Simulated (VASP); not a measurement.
## ZnO: single point with PBE

ZnO:

```xyz
8
Lattice="3.3360 0.0000 0.0000 -1.6680 2.8890 0.0000 0.0000 0.0000 10.8388" Properties=species:S:1:pos:R:3 pbc="T T T"
Zn    0.0000    0.0000   -0.0060
Zn    0.0000    1.9260    2.7059
Zn    0.0000    0.0000    5.4133
Zn    1.6680    0.9630    8.1253
O     0.0000    0.0000    2.0385
O     0.0000    1.9260    4.7456
O     0.0000    0.0000    7.4579
O     1.6680    0.9630   10.1650
```

This cell differs from its parent crystal: volume changed by +6%.

| Item | Value |
| --- | --- |
| Program | VASP 6.6.1 |
| Task | single point |
| Functional | PBE |
| Potentials or basis | VASP PAW PBE potentials, release 64 (Zn, O) |
| Cutoff | 520 eV |
| k mesh | 9 × 9 × 2 |
| Occupations | gaussian, width 0.01 eV |
| Spin | no spin polarisation |

```
Pressure               : -5.9 GPa
Largest force          : 0.010 eV/Å
Band gap on the k mesh : 0.59 eV, direct
```

Forces on the atoms (eV/Å):
```
Zn   0.000  0.000 -0.010
Zn   0.000  0.000  0.007
Zn   0.000  0.000 -0.010
Zn   0.000  0.000  0.007
O    0.000  0.000  0.004
O    0.000  0.000 -0.001
O    0.000  0.000  0.004
O    0.000  0.000 -0.001
```

Levels at points of the mesh, in eV from the valence-band top:
| k point | band 34 | band 35 | band 36 | band 37 | band 38 | band 39 |
| --- | --- | --- | --- | --- | --- | --- |
| (0.00, 0.00, 0.00) | -0.03 | 0.00 | 0.00 | 0.59 | 3.07 | 3.22 |
| (0.00, 0.00, 0.50) | -0.10 | -0.10 | -0.10 | 1.70 | 1.70 | 4.41 |

It took 2.1 min on 1 thread of AMD EPYC 9R45 96-Core Processor (Zen 5) (shared host), peak memory 0.25 GiB.
